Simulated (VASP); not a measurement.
# MnRh (Pm-3m) in VASP: relaxation of cell and atoms with LDA

Aim: the relaxation of cell and atoms of MnRh with LDA.

All numbers are computed with VASP 6.6.1; they aren't measurements. Logs are shortened: lines on timing, memory, paths and dates and some standing lists are left out, and cuts for length are marked.

### Step 1. The cell of the first run

Symmetry: Pm-3m, No. 221, cubic system. Conventional cell: a = 3.033 Å, b = 3.033 Å, c = 3.033 Å, α = 90.00°, β = 90.00°, γ = 90.00°. Within 3.5 Å of Mn (site symmetry m-3m) lie 8 Rh at 2.63 Å and 6 Mn at 3.03 Å. Within 3.5 Å of Rh (site symmetry m-3m) lie 8 Mn at 2.63 Å and 6 Rh at 3.03 Å.

### Step 2. Relaxation of cell and atoms, LDA, collinear spin, ferromagnetic start

File INCAR:

```
SYSTEM = MnRh
PREC = Accurate ; ENCUT = 600
EDIFF = 1E-6 ; ISMEAR = 0
SIGMA = 0.1 ; LREAL = .FALSE.
LASPH = .TRUE. ; NELM = 150
ALGO = Normal ; ISIF = 3
LWAVE = .FALSE. ; LCHARG = .FALSE.
ISPIN = 2 ; MAGMOM = 3.81 0.6
LORBIT = 11 ; LMAXMIX = 4
GGA = CA ; IBRION = 2
NSW = 70 ; EDIFFG = -0.005
```

File KPOINTS:

```
Automatic mesh
0
G
  14 14 14
  0 0 0
```

File POSCAR:

```
MnRh
1.0
    3.0326197503      0.0000000000      0.0000000000
    0.0000000000      3.0326197503      0.0000000000
    0.0000000000      0.0000000000      3.0326197503
Mn Rh
1 1
Direct
    0.0000000000      0.0000000000      0.0000000000
    0.5000000000      0.5000000000      0.5000000000
```

Potentials or basis: VASP PAW LDA potentials, release 64 (Mn_pv, Rh_pv).

Launch:

```console
> cat potpaw_LDA.64/Mn_pv/POTCAR potpaw_LDA.64/Rh_pv/POTCAR > POTCAR
> mpirun -np 1 vasp_std > vasp.out
```

OUTCAR:

```text
SYSTEM = MnRh
   PREC = Accurate
   ENCUT = 600
   EDIFF = 1E-6
   ISMEAR = 0
   LREAL = .FALSE.
   LASPH = .TRUE.
   NELM = 150
   ISIF = 3
   ISPIN = 2
   LORBIT = 11
   GGA = CA
   IBRION = 2
   NSW = 70
   EDIFFG = -0.005

 ion  position               nearest neighbor table
   1  0.000  0.000  0.000-   2 2.63   2 2.63   2 2.63   2 2.63   2 2.63   2 2.63   2 2.63   2 2.63

   2  0.500  0.500  0.500-   1 2.63   1 2.63   1 2.63   1 2.63   1 2.63   1 2.63   1 2.63   1 2.63

  LATTYP: Found a simple cubic cell.
 ALAT       =     3.0326197503

  Lattice vectors:

 A1 = (   3.0326197503,   0.0000000000,   0.0000000000)
 A2 = (   0.0000000000,   3.0326197503,   0.0000000000)
 A3 = (   0.0000000000,   0.0000000000,   3.0326197503)

Analysis of symmetry for initial positions (statically):
=====================================================================
 Subroutine PRICEL returns:
 Original cell was already a primitive cell.

 Routine SETGRP: Setting up the symmetry group for a
 simple cubic supercell.

 Subroutine GETGRP returns: Found 48 space group operations
 (whereof 48 operations were pure point group operations)
 out of a pool of 48 trial point group operations.

The static configuration has the point symmetry O_h .

Analysis of symmetry for dynamics (positions and initial velocities):
=====================================================================
 Subroutine PRICEL returns:
 Original cell was already a primitive cell.

 Routine SETGRP: Setting up the symmetry group for a
 simple cubic supercell.

 Subroutine GETGRP returns: Found 48 space group operations
 (whereof 48 operations were pure point group operations)
 out of a pool of 48 trial point group operations.

The dynamic configuration has the point symmetry O_h .

Analysis of structural, dynamic, and magnetic symmetry:
=====================================================================
 Subroutine PRICEL returns:
 Original cell was already a primitive cell.

 Routine SETGRP: Setting up the symmetry group for a
 simple cubic supercell.

 Subroutine GETGRP returns: Found 48 space group operations
 (whereof 48 operations were pure point group operations)
 out of a pool of 48 trial point group operations.

The overall configuration has the point symmetry O_h .

 Subroutine INISYM returns: Found 48 space group operations
 (whereof 48 operations are pure point group operations),
 and found     1 'primitive' translations

----------------------------------------------------------------------------------------

                                     Primitive cell
[... 91 lines left out ...]
   EDIFF  = 0.1E-05   stopping-criterion for ELM
   LREAL  =      F    real-space projection
   EDIFFG = -.5E-02   stopping-criterion for IOM
   NSW    =     70    number of steps for IOM
   IBRION =      2    ionic relax: 0-MD 1-quasi-New 2-CG
   NFREE  =      1    steps in history (QN), initial steepest desc. (CG)
   ISIF   =      3    stress and relaxation
   ISYM   =      2    0-nonsym 1-usesym 2-fastsym
   POTIM  = 0.5000    time-step for ionic-motion
   TEBEG  =    0.0;   TEEND  =   0.0 temperature during run
   PSTRESS=    0.0 pullay stress
   NELECT =      28.0000    total number of electrons
   NUPDOWN=      -1.0000    fix difference up-down
   EMIN   =  10.00;   EMAX   =-10.00  energy-range for DOS
   EFERMI =   0.00;   METHOD = LEGACY
   ISMEAR =     0;   SIGMA  =   0.10  broadening in eV -4-tet -1-fermi 0-gaus
   EFERMI_NEDOS =   21; number of points for ismear=-14 and -15
   IALGO  =     38    algorithm
   IMIX   =      4    mixing-type and parameters
     AMIX     =   0.40;   BMIX     =  1.00
     AMIX_MAG =   1.60;   BMIX_MAG =  1.00
  volume/ion in A,a.u.               =      13.95        94.11
  Fermi-wavevector in a.u.,A,eV,Ry     =   1.639241  3.097717 36.560378  2.687112
  Thomas-Fermi vector in A             =   2.730080
   LORBIT       =     11    0 simple, 1 ext, 2 COOP (PROOUT), +10 PAW based schemes
   GGA     = CA    functional components
   LHFCALC =     F    Hartree Fock is set to
   AEXX    =    0.0000 exact exchange contribution
   IVDW    =     0    specifies the selected vdW correction
   LEPSILON=     F    determine dielectric tensor
   LRPA    =     F    only Hartree local field effects (RPA)
 conjugate gradient relaxation of ions
 spin polarized calculation
 Gauss-broadening in eV      SIGMA  =   0.10
  energy-cutoff  :      600.00
  volume of cell :       27.89
 maximum number of plane-waves:       952
   NGX = 13   NGY = 13   NGZ = 13

--------------------------------------- Ionic step        1  -------------------------------------------

 number of electron      28.0000021 magnetization       4.0456895

 Free energy of the ion-electron system (eV)
  ---------------------------------------------------
  ext. energy  EPLUGINS =         0.00000000
  ---------------------------------------------------
  free energy    TOTEN  =       -18.47839852 eV

  energy without entropy =      -18.47006293  energy(sigma->0) =      -18.47423073

 E-fermi :   9.4387     XC(G=0): -13.5159

 val. band max:        9.4338578300   @ k =   0.3571   0.2857   0.1429
 cond. band min:       9.4430195596   @ k =   0.3571   0.3571   0.1429
 fundamental gap:      0.0091617296
 Fermi energy:         9.4387418441

 spin component 1

 k-point     1 :       0.0000    0.0000    0.0000
  band No.  band energies     occupation
      1     -39.6423      1.00000
      2     -39.6423      1.00000
      3     -39.6423      1.00000
      4     -36.7735      1.00000
      5     -36.7735      1.00000
      6     -36.7735      1.00000
[... 1314 lines left out ...]
--------------------------------------- Ionic step        7  -------------------------------------------

 number of electron      27.9999995 magnetization       3.9291973

 Free energy of the ion-electron system (eV)
  ---------------------------------------------------
  ext. energy  EPLUGINS =         0.00000000
  ---------------------------------------------------
  free energy    TOTEN  =       -18.58637276 eV

  energy without entropy =      -18.57776045  energy(sigma->0) =      -18.58206661

 E-fermi :  10.7228     XC(G=0): -14.0037

 val. band max:       10.7224137610   @ k =   0.5000   0.1429   0.0714
 cond. band min:      10.7234136550   @ k =   0.4286   0.4286   0.0000
 fundamental gap:      0.0009998940
 Fermi energy:        10.7228425508

 spin component 1

 k-point     1 :       0.0000    0.0000    0.0000
  band No.  band energies     occupation
      1     -38.3842      1.00000
      2     -38.3842      1.00000
      3     -38.3842      1.00000
      4     -35.7826      1.00000
      5     -35.7826      1.00000
      6     -35.7826      1.00000
[... 1128 lines left out ...]
  FREE ENERGIE OF THE ION-ELECTRON SYSTEM (eV)
  ---------------------------------------------------
  free  energy   TOTEN  =       -18.5863727620 eV

  energy  without entropy=      -18.5777604532  energy(sigma->0) =      -18.58206661

 reached required accuracy - stopping structural energy minimisation

 total charge

# of ion       s       p       d       tot
------------------------------------------
    1        0.374   6.325   5.026  11.725
    2        0.428   6.311   7.176  13.915
--------------------------------------------------
tot          0.802  12.636  12.201  25.639

 magnetization (x)

# of ion       s       p       d       tot
------------------------------------------
    1        0.013   0.013   3.166   3.192
    2       -0.009  -0.003   0.634   0.621
--------------------------------------------------
tot          0.004   0.010   3.799   3.813
```

CONTCAR:

```text
MnRh
   1.00000000000000
     2.9530899696576225    0.0000000000000000   -0.0000000000000000
     0.0000000000000000    2.9530899696576225    0.0000000000000000
    -0.0000000000000000    0.0000000000000000    2.9530899696576225
  Mn              Rh
     1     1
Direct
     0.0000000000000000    1.0000000000000000    0.0000000000000000
     0.5000000000000000    0.5000000000000000    0.5000000000000000

  0.00000000E+00  0.00000000E+00  0.00000000E+00
  0.00000000E+00  0.00000000E+00  0.00000000E+00
```

Run time: 6 min. Hardware: 1 thread of Intel Xeon Platinum 8259CL at 2.50GHz (Skylake/Cascade Lake), shared host; peak memory 0.25 GiB.

What came out:

* Free energy: -18.5864 eV
* Relaxed volume: 12.88 Å³/atom
* Relaxed cell: a = 2.953 Å, b = 2.953 Å, c = 2.953 Å, α = 90.00°, β = 90.00°, γ = 90.00°
* Space group after relaxing (to 0.05 Å): Pm-3m (No. 221)
* Energy gained by relaxing: 54.0 meV/atom
* Ionic steps: 7
* Pressure after relaxing: 0.0 GPa
* Net moment: 3.93 μB per cell
* Site moments: Mn +3.19; Rh +0.62 μB
* Valence electrons inside the program's atomic spheres: Mn 11.72; Rh 13.91

The path:
```csv
step,energy change (eV),largest force (eV/Å),pressure (GPa),volume (Å³)
1,0.0000,0.0000,-15.17,27.89
2,0.1760,0.0000,35.12,22.89
3,-0.1078,0.0000,-0.73,25.84
4,-0.1080,0.0000,-0.19,25.77
5,-0.1080,0.0000,0.19,25.73
6,-0.1080,0.0000,-0.16,25.78
7,-0.1080,0.0000,-0.03,25.75
```

Final structure:
```xyz
2
Lattice="2.9531 0.0000 0.0000 0.0000 2.9531 0.0000 0.0000 0.0000 2.9531" Properties=species:S:1:pos:R:3 pbc="T T T"
Mn    0.0000    2.9531    0.0000
Rh    1.4765    1.4765    1.4765
```
